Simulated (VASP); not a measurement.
# CuO (P1) in VASP: further runs

Runs on CuO. Level: PBE. Tasks: single point.

Everything below comes from runs of VASP 6.6.1. Logs are shortened: lines on timing, memory, paths and dates and some standing lists are left out, and cuts for length are marked.

### 1 The cell of the first run

The typed cell holds 4 atoms: a = 2.993 Å, b = 2.993 Å, c = 5.184 Å, α = 73.22°, β = 73.22°, γ = 60.00°.

### 2 Single point, PBE (9.48 Å³/atom)

File INCAR:

```
SYSTEM = CuO
PREC = Accurate
ENCUT = 520
EDIFF = 1E-6
ISMEAR = -1
SIGMA = 0.05
LREAL = .FALSE.
LASPH = .TRUE.
NELM = 100
ALGO = Normal
ISIF = 2
LWAVE = .FALSE.
LCHARG = .TRUE.
GGA = PE
LELF = .TRUE.
LVHAR = .TRUE.
NBANDS = 25
```

File KPOINTS:

```
regular mesh
0
G
  10 10 6
  0 0 0
```

File POSCAR:

```
CuO
1.0
    0.0000000000     -2.1165600000     -2.1165600000
   -2.1165600000      0.0000000000     -2.1165600000
    2.1165600000      2.1165600000     -4.2331200000
Cu O
2 2
Direct
    0.5038875400      0.4769880100      0.4880064000
    0.0038875400      0.9769880100      0.9880064000
    0.7461124600      0.7730119900      0.7619936000
    0.2461124600      0.2730119900      0.2619936000
```

Potentials or basis: VASP PAW PBE potentials, release 64 (Cu, O).

Launch:

```console
$ cat potpaw_PBE.64/Cu/POTCAR potpaw_PBE.64/O/POTCAR > POTCAR
$ mpirun -np 1 vasp_std > vasp.out
```

OUTCAR:

```text
SYSTEM = CuO
   PREC = Accurate
   ENCUT = 520
   EDIFF = 1E-6
   ISMEAR = -1
   LREAL = .FALSE.
   LASPH = .TRUE.
   NELM = 100
   ISIF = 2
   GGA = PE

 ion  position               nearest neighbor table
   1  0.504  0.477  0.488-   4 1.94   4 2.06   3 2.08   4 2.17   3 2.19   3 2.30
   2  0.004  0.977  0.988-   3 1.94   3 2.06   4 2.08   3 2.17   4 2.19   4 2.30
   3  0.746  0.773  0.762-   2 1.94   2 2.06   1 2.08   2 2.17   1 2.19   1 2.30
   4  0.246  0.273  0.262-   1 1.94   1 2.06   2 2.08   1 2.17   2 2.19   2 2.30

  LATTYP: Found a trigonal (rhomboedric) cell.
 ALAT       =     5.1844920100
 COS(alpha) =     0.8333333333

  Lattice vectors:

 A1 = (   2.1165600000,   4.2331200000,  -2.1165600000)
 A2 = (   4.2331200000,   2.1165600000,  -2.1165600000)
 A3 = (   2.1165600000,   2.1165600000,  -4.2331200000)

Analysis of symmetry for initial positions (statically):
=====================================================================
 Subroutine PRICEL returns following result:

  LATTYP: Found a face centered cubic cell.
 ALAT       =     4.2331200000

  Lattice vectors:

 A1 = (   0.0000000000,  -2.1165600000,   2.1165600000)
 A2 = (   2.1165600000,  -2.1165600000,   0.0000000000)
 A3 = (   2.1165600000,   0.0000000000,   2.1165600000)

   2 primitive cells build up your supercell.

 Routine SETGRP: Setting up the symmetry group for a
 trigonal (rhombohedral) supercell.

 Subroutine GETGRP returns: Found  1 space group operations
 (whereof  1 operations were pure point group operations)
 out of a pool of 12 trial point group operations.

The static configuration has the point symmetry C_1 .

Analysis of symmetry for dynamics (positions and initial velocities):
=====================================================================
 Subroutine PRICEL returns following result:

  LATTYP: Found a face centered cubic cell.
 ALAT       =     4.2331200000

  Lattice vectors:

 A1 = (   0.0000000000,  -2.1165600000,   2.1165600000)
 A2 = (   2.1165600000,  -2.1165600000,   0.0000000000)
 A3 = (   2.1165600000,   0.0000000000,   2.1165600000)

   2 primitive cells build up your supercell.

 Routine SETGRP: Setting up the symmetry group for a
 trigonal (rhombohedral) supercell.

 Subroutine GETGRP returns: Found  1 space group operations
 (whereof  1 operations were pure point group operations)
 out of a pool of 12 trial point group operations.

The dynamic configuration has the point symmetry C_1 .

 Subroutine INISYM returns: Found  1 space group operations
 (whereof  1 operations are pure point group operations),
 and found     2 'primitive' translations

----------------------------------------------------------------------------------------

                                     Primitive cell

  volume of cell :      18.9636

  direct lattice vectors                    reciprocal lattice vectors
     0.000000000 -2.116560000  2.116560000    -0.236232377 -0.236232377  0.236232377
     2.116560000 -2.116560000  0.000000000     0.236232377 -0.236232377 -0.236232377
     2.116560000  0.000000000  2.116560000     0.236232377  0.236232377  0.236232377

  length of vectors
     2.993267858  2.993267858  2.993267858     0.409166479  0.409166479  0.409166479

  position of ions in fractional coordinates (direct lattice)
     0.023987200  0.991893940  0.019124450
     0.476012800  0.508106060  0.480875550

  ion indices of the primitive-cell ions
   primitive index   ion index
                 1           1
                 2           4

----------------------------------------------------------------------------------------

 KPOINTS: regular mesh

Automatic generation of k-mesh.
 Grid dimensions read from file:
 generate k-points for:   10   10    6

 Generating k-lattice:

  Cartesian coordinates                     Fractional coordinates (reciprocal lattice)
     0.011811619 -0.035434857 -0.011811619     0.100000000  0.000000000  0.000000000
    -0.035434857  0.011811619 -0.011811619     0.000000000  0.100000000  0.000000000
     0.019686031  0.019686031 -0.019686031     0.000000000  0.000000000  0.166666667

  Length of vectors
     0.039174708  0.039174708  0.034097207

  Shift w.r.t. Gamma in fractional coordinates (k-lattice)
     0.000000000  0.000000000  0.000000000

 -----------------------------------------------------------------------------
|                                                                             |
|           W    W    AA    RRRRR   N    N  II  N    N   GGGG   !!!           |
|           W    W   A  A   R    R  NN   N  II  NN   N  G    G  !!!           |
|           W    W  A    A  R    R  N N  N  II  N N  N  G       !!!           |
|           W WW W  AAAAAA  RRRRR   N  N N  II  N  N N  G  GGG   !            |
|           WW  WW  A    A  R   R   N   NN  II  N   NN  G    G                |
|           W    W  A    A  R    R  N    N  II  N    N   GGGG   !!!           |
|                                                                             |
|     Your reciprocal lattice and k-lattice belong to different lattice       |
|     classes:                                                                |
|                                                                             |
|        The reciprocal lattice is rhombohedral (trigonal),                   |
|        whereas your k-lattice is base-centered monoclinic.                  |
|                                                                             |
|     Results are often still useful ...                                      |
|                                                                             |
 -----------------------------------------------------------------------------

 WARNING: IBZKPT: internal override: KBLOWUP is changed to .FALSE.
      ... skipping the blow-up phase ...

 Subroutine IBZKPT returns following result:
 ===========================================

 Found    304 irreducible k-points:

 Following reciprocal coordinates:
            Coordinates               Weight
  0.000000  0.000000  0.000000      1.000000
  0.100000  0.000000  0.000000      2.000000
  0.200000  0.000000  0.000000      2.000000
  0.300000  0.000000  0.000000      2.000000
  0.400000  0.000000  0.000000      2.000000
  0.500000  0.000000  0.000000      1.000000
[... 16 lines left out ...]
 -0.400000  0.200000  0.000000      2.000000
 -0.300000  0.200000  0.000000      2.000000
 [... further k-points ...]
   k-points           NKPTS =    304   k-points in BZ     NKDIM =    304   number of bands    NBANDS=     25
   number of dos      NEDOS =    301   number of ions     NIONS =      4
   total plane-waves  NPLWV =  23040
   dimension x,y,z NGX =    24 NGY =   24 NGZ =   40
   dimension x,y,z NGXF=    48 NGYF=   48 NGZF=   80
   ions per type =               2   2
   NGX,Y,Z   is equivalent  to a cutoff of  13.33, 13.33, 12.83 a.u.
   NGXF,Y,Z  is equivalent  to a cutoff of  26.66, 26.66, 25.65 a.u.
 SYSTEM =  CuO
   PREC   = accura    normal or accurate (medium, high low for compatibility)
   ISTART =      0    job   : 0-new  1-cont  2-samecut
   ICHARG =      2    charge: 1-file 2-atom 10-const
   ISPIN  =      1    spin polarized calculation?
   LNONCOLLINEAR =      F non collinear calculations
   LSORBIT =      F    spin-orbit coupling
   LASPH  =      T    aspherical Exc in radial PAW
   ENCUT  =  520.0 eV  38.22 Ry    6.18 a.u.   5.57  5.57  9.64*2*pi/ulx,y,z
   NELM   =    100;   NELMIN=  2; NELMDL= -5     # of ELM steps
   EDIFF  = 0.1E-05   stopping-criterion for ELM
   LREAL  =      F    real-space projection
   EDIFFG = 0.1E-04   stopping-criterion for IOM
   NSW    =      0    number of steps for IOM
   IBRION =     -1    ionic relax: 0-MD 1-quasi-New 2-CG
   NFREE  =      0    steps in history (QN), initial steepest desc. (CG)
   ISIF   =      2    stress and relaxation
   ISYM   =      2    0-nonsym 1-usesym 2-fastsym
   POTIM  = 0.5000    time-step for ionic-motion
   TEBEG  =    0.0;   TEEND  =   0.0 temperature during run
   PSTRESS=    0.0 pullay stress
   NELECT =      34.0000    total number of electrons
   NUPDOWN=      -1.0000    fix difference up-down
   EMIN   =  10.00;   EMAX   =-10.00  energy-range for DOS
   EFERMI =   0.00;   METHOD = LEGACY
   ISMEAR =    -1;   SIGMA  =   0.05  broadening in eV -4-tet -1-fermi 0-gaus
   EFERMI_NEDOS =   21; number of points for ismear=-14 and -15
   IALGO  =     38    algorithm
   IMIX   =      4    mixing-type and parameters
     AMIX     =   0.40;   BMIX     =  1.00
     AMIX_MAG =   1.60;   BMIX_MAG =  1.00
  volume/ion in A,a.u.               =       9.48        63.99
  Fermi-wavevector in a.u.,A,eV,Ry     =   1.578522  2.982973 33.902055  2.491731
  Thomas-Fermi vector in A             =   2.679040
   LORBIT       =      0    0 simple, 1 ext, 2 COOP (PROOUT), +10 PAW based schemes
   GGA     = PE    functional components
   LHFCALC =     F    Hartree Fock is set to
   AEXX    =    0.0000 exact exchange contribution
   IVDW    =     0    specifies the selected vdW correction
   LEPSILON=     F    determine dielectric tensor
   LRPA    =     F    only Hartree local field effects (RPA)
 non-spin polarized calculation
  energy-cutoff  :      520.00
  volume of cell :       37.93
 maximum number of plane-waves:      1047
 NGX is ok and might be reduce to    24
   NGX = 11   NGY = 11   NGZ = 19

 number of electron      33.9999995 magnetization

 Free energy of the ion-electron system (eV)
  ---------------------------------------------------
  ext. energy  EPLUGINS =         0.00000000
  ---------------------------------------------------
  free energy    TOTEN  =       -18.83991568 eV

  energy without entropy =      -18.81402317  energy(sigma->0) =      -18.82696942

 E-fermi :   6.2386     XC(G=0): -12.4104

 val. band max:        6.2378431932   @ k =   0.1000   0.5000   0.3333
 cond. band min:       6.2401303822   @ k =  -0.4000   0.1000   0.1667
 fundamental gap:      0.0022871889
 Fermi energy:         6.2386049090

 k-point     1 :       0.0000    0.0000    0.0000
  band No.  band energies     occupation
      1     -13.3894      2.00000
      2     -12.1278      2.00000
      3      -1.2756      2.00000
      4       1.1891      2.00000
      5       1.3593      2.00000
      6       2.7294      2.00000
[... 17 lines left out ...]
     24      23.9863      0.00000
     25      24.5958      0.00000
[... 621 lines left out ...]
      3      -0.3446      2.00000
      4       0.4559      2.00000
      5       0.7364      2.00000
      6       1.1118      2.00000
[... 17 lines left out ...]
     24      17.6438      0.00000
     25      20.0797      0.00000

 [... further k-points ...]

------------------------ aborting loop because EDIFF is reached ----------------------------------------

  FORCE on cell =-STRESS in cart. coord.  units (eV):
  Direction    XX          YY          ZZ          XY          YZ          ZX
  --------------------------------------------------------------------------------------
  -------------------------------------------------------------------------------------
  Total        0.7286824      0.9080798      2.6604898      0.0550136      0.2547635     -0.1683430
  in kB       30.7820205     38.3603773    112.3881288      2.3239594     10.7620746     -7.1113813
  external PRESSURE =      60.5101755 kB  Pullay stress =       0.0000000 kB

 VOLUME and BASIS-vectors are now :
 -----------------------------------------------------------------------------
  energy-cutoff  :      520.00
  volume of cell :       37.93
      direct lattice vectors                 reciprocal lattice vectors
     0.000000000 -2.116560000 -2.116560000     0.118116189 -0.354348566 -0.118116189
    -2.116560000  0.000000000 -2.116560000    -0.354348566  0.118116189 -0.118116189
     2.116560000  2.116560000 -4.233120000     0.118116189  0.118116189 -0.118116189

 POSITION                                       TOTAL-FORCE (eV/Angst)
 -----------------------------------------------------------------------------------
      0.02332     -0.03361     -4.14187        -0.229043      0.327220     -1.182426
      0.02332      2.08295     -6.25843        -0.229043      0.327220     -1.182426
     -0.02332      0.03361     -6.44093         0.229043     -0.327220      1.182426
     -0.02332      0.03361     -2.20781         0.229043     -0.327220      1.182426
 -----------------------------------------------------------------------------------
    total drift:                               -0.000080     -0.001052     -0.000298

  FREE ENERGIE OF THE ION-ELECTRON SYSTEM (eV)
  ---------------------------------------------------
  free  energy   TOTEN  =       -18.8399156795 eV

  energy  without entropy=      -18.8140231688  energy(sigma->0) =      -18.82696942
```

Run time: 3.1 min. Hardware: 1 thread of Intel Xeon Platinum 8488C (Sapphire Rapids), shared host; peak memory 0.34 GiB.

Results:

```
Free energy            : -18.8399 eV
Pressure               : 6.1 GPa
Largest force          : 1.248 eV/Å
Band gap on the k mesh : zero (bands 17 and 18 overlap by 1.13 eV)
```

Forces in eV/Å, atoms in the order of the input:
```
Cu  -0.229  0.327 -1.182
Cu  -0.229  0.327 -1.182
O    0.229 -0.327  1.182
O    0.229 -0.327  1.182
```

Levels at points of the mesh, in eV from the Fermi level:
```
           k point  band 14  band 15  band 16  band 17  band 18  band 19  band 20  band 21
(0.00, 0.00, 0.00)    -1.55    -1.45    -1.16     0.53     0.69     1.39     5.88     9.45
(0.50, 0.00, 0.00)    -1.58    -0.75    -0.75    -0.28    -0.28     7.15     7.15     9.56
(0.00, 0.50, 0.00)    -1.51    -0.61    -0.61    -0.30    -0.30     7.16     7.16     9.49
(0.50, 0.50, 0.00)    -1.71    -1.57    -1.46     0.50     0.66     5.51     5.90     9.45
(0.00, 0.00, 0.50)    -1.88    -0.17    -0.17    -0.05    -0.05     4.17     4.17    12.02
(0.50, 0.00, 0.50)    -1.66    -1.48    -1.47     0.46     0.60     5.56     5.92     9.46
(0.00, 0.50, 0.50)    -1.64    -1.48    -1.41     0.69     0.74     5.57     5.84     9.44
(0.50, 0.50, 0.50)    -1.59    -0.74    -0.74    -0.44    -0.44     7.12     7.12     9.67
```

Caveat: the cell stands under pressure; semilocal functionals often make such compounds metallic where correlation or magnetic order opens a gap, which also shifts bond lengths; forces of over 1 eV/Å act on the atoms, so gaps and moduli don't describe the material at rest. With open d or f shells a metallic result of PBE can be an artefact of self-interaction; +U or a hybrid may open a gap.

### 3 Single point, PBE (atoms moved at random)

File INCAR:

```
ALGO = Normal ; EDIFF = 1E-7
ENCUT = 520 ; GGA = PE
ISIF = 2 ; ISMEAR = -1
LASPH = T ; LCHARG = F
LREAL = F ; LWAVE = F
NBANDS = 25 ; NELM = 100
PREC = Accurate ; SIGMA = 0.05
```

File KPOINTS:

```
k-points
0
Gamma
  10 10 6
```

File POSCAR:

```
CuO
1.0
    0.0000000000     -2.1165600000     -2.1165600000
   -2.1165600000      0.0000000000     -2.1165600000
    2.1165600000      2.1165600000     -4.2331200000
Cu O
2 2
Direct
    0.5053520000      0.4767290000      0.4906780000
    0.0255380000      0.9673820000      0.9850540000
    0.7468690000      0.7720510000      0.7607630000
    0.2676860000      0.2706830000      0.2606420000
```

Potentials or basis: VASP PAW PBE potentials, release 64 (Cu, O).

Launch:

```console
$ cat potpaw_PBE.64/Cu/POTCAR potpaw_PBE.64/O/POTCAR > POTCAR
$ mpirun -np 1 vasp_std > vasp.out
```

Wall time 3.7 min (1 thread of Intel Xeon Platinum 8488C (Sapphire Rapids), shared host); peak memory 0.34 GiB.

The run converged. Its results:

- Free energy: -18.8264 eV
- Pressure: 6.3 GPa
- Largest force: 1.317 eV/Å
- Band gap on the k mesh: zero (bands 17 and 18 overlap by 1.12 eV)

Forces on the atoms (eV/Å):
```
Cu  -0.357  0.085 -1.265
Cu  -0.192  0.603 -1.118
O    0.240 -0.336  1.166
O    0.309 -0.352  1.217
```

Stress tensor (GPa, compression positive):
```
 3.29  0.28 -0.88
 0.28  4.27  1.09
-0.88  1.09 11.45
```

Levels at points of the mesh, in eV from the Fermi level:
| k point | band 15 | band 16 | band 17 | band 18 | band 19 | band 20 |
| --- | --- | --- | --- | --- | --- | --- |
| (0.00, 0.00, 0.00) | -1.45 | -1.15 | 0.51 | 0.67 | 1.40 | 5.90 |
| (0.50, 0.00, 0.00) | -0.78 | -0.74 | -0.31 | -0.24 | 7.06 | 7.22 |
| (0.00, 0.50, 0.00) | -0.62 | -0.61 | -0.33 | -0.25 | 7.14 | 7.17 |
| (0.50, 0.50, 0.00) | -1.57 | -1.45 | 0.49 | 0.66 | 5.51 | 5.90 |
| (0.00, 0.00, 0.50) | -0.22 | -0.15 | -0.08 | -0.01 | 4.12 | 4.22 |
| (0.50, 0.00, 0.50) | -1.49 | -1.47 | 0.45 | 0.59 | 5.55 | 5.94 |
| (0.00, 0.50, 0.50) | -1.49 | -1.41 | 0.70 | 0.73 | 5.56 | 5.83 |
| (0.50, 0.50, 0.50) | -0.79 | -0.69 | -0.45 | -0.42 | 7.04 | 7.18 |

Caveat: the cell differs from its parent crystal (atoms moved at random); the cell stands under pressure; semilocal functionals often make such compounds metallic where correlation or magnetic order opens a gap, which also shifts bond lengths; forces of over 1 eV/Å act on the atoms, so gaps and moduli don't describe the material at rest.

### 4 Single point, PBE (9.67 Å³/atom)

This run uses another cell than the first one, of 9.67 Å³/atom.

File INCAR:

```
PREC     = Accurate       # precision mode
ENCUT    = 520            # plane-wave cutoff, eV
EDIFF    = 1E-6           # SCF threshold, eV
ISMEAR   = -1             # smearing method
SIGMA    = 0.05           # smearing width, eV
LREAL    = F              # projectors in reciprocal space
LASPH    = T              # aspherical terms in the spheres
NELM     = 60             # most SCF steps
ALGO     = Normal         # electronic algorithm
ISIF     = 2              # what is computed and relaxed
LWAVE    = F              # write WAVECAR
LCHARG   = T              # write CHGCAR
GGA      = PE             # functional
LELF     = T              # ELF
LVHAR    = T            
NBANDS   = 25             # bands
```

File KPOINTS:

```
Automatic mesh
0
Gamma
  10 10 6
```

File POSCAR:

```
CuO
1.0
    0.0000000000     -2.1305773621     -2.1305773621
   -2.1305773621      0.0000000000     -2.1305773621
    2.1305773621      2.1305773621     -4.2611547243
Cu O
2 2
Direct
    0.5038875400      0.4769880100      0.4880064000
    0.0038875400      0.9769880100      0.9880064000
    0.7461124600      0.7730119900      0.7619936000
    0.2461124600      0.2730119900      0.2619936000
```

Launch:

```console
$ cat potpaw_PBE.64/Cu/POTCAR potpaw_PBE.64/O/POTCAR > POTCAR
$ mpirun -np 1 vasp_std > vasp.out
```

Wall time 1.7 min (1 thread of Intel Xeon 6975P-C (Granite Rapids), shared host); peak memory 0.35 GiB.

The run converged. Its results:

```yaml
Free_energy: -18.8607 eV
Pressure: 2.3 GPa
Largest_force: 1.139 eV/Å
Band_gap_on_the_k_mesh: zero (bands 17 and 18 overlap by 1.10 eV)
```

Forces in eV/Å, atoms in the order of the input:
```
Cu  -0.208  0.296 -1.080
Cu  -0.208  0.296 -1.080
O    0.208 -0.296  1.080
O    0.208 -0.296  1.080
```

Stress tensor (GPa, compression positive):
```
-0.45  0.20 -0.61
 0.20  0.24  0.94
-0.61  0.94  6.99
```

Levels at points of the mesh, in eV from the Fermi level:
| k point | band 13 | band 14 | band 15 | band 16 | band 17 | band 18 | band 19 | band 20 | band 21 | band 22 |
| --- | --- | --- | --- | --- | --- | --- | --- | --- | --- | --- |
| (0.00, 0.00, 0.00) | -1.57 | -1.50 | -1.42 | -1.12 | 0.52 | 0.67 | 1.31 | 5.85 | 9.29 | 13.75 |
| (0.50, 0.00, 0.00) | -1.54 | -1.54 | -0.74 | -0.74 | -0.27 | -0.27 | 7.04 | 7.04 | 9.47 | 9.47 |
| (0.00, 0.50, 0.00) | -1.48 | -1.48 | -0.61 | -0.61 | -0.29 | -0.29 | 7.06 | 7.06 | 9.40 | 9.40 |
| (0.50, 0.50, 0.00) | -1.67 | -1.67 | -1.55 | -1.43 | 0.49 | 0.64 | 5.43 | 5.87 | 9.29 | 10.74 |
| (0.00, 0.00, 0.50) | -1.84 | -1.84 | -0.16 | -0.16 | -0.05 | -0.05 | 4.09 | 4.09 | 11.93 | 11.93 |
| (0.50, 0.00, 0.50) | -1.64 | -1.62 | -1.47 | -1.44 | 0.45 | 0.58 | 5.48 | 5.89 | 9.29 | 10.52 |
| (0.00, 0.50, 0.50) | -1.64 | -1.60 | -1.46 | -1.38 | 0.68 | 0.72 | 5.48 | 5.81 | 9.28 | 10.50 |
| (0.50, 0.50, 0.50) | -1.56 | -1.56 | -0.73 | -0.73 | -0.43 | -0.43 | 7.02 | 7.02 | 9.57 | 9.57 |

Caveat: semilocal functionals often make such compounds metallic where correlation or magnetic order opens a gap, which also shifts bond lengths; forces of over 1 eV/Å act on the atoms, so gaps and moduli don't describe the material at rest.

[end of part 1 of 2]
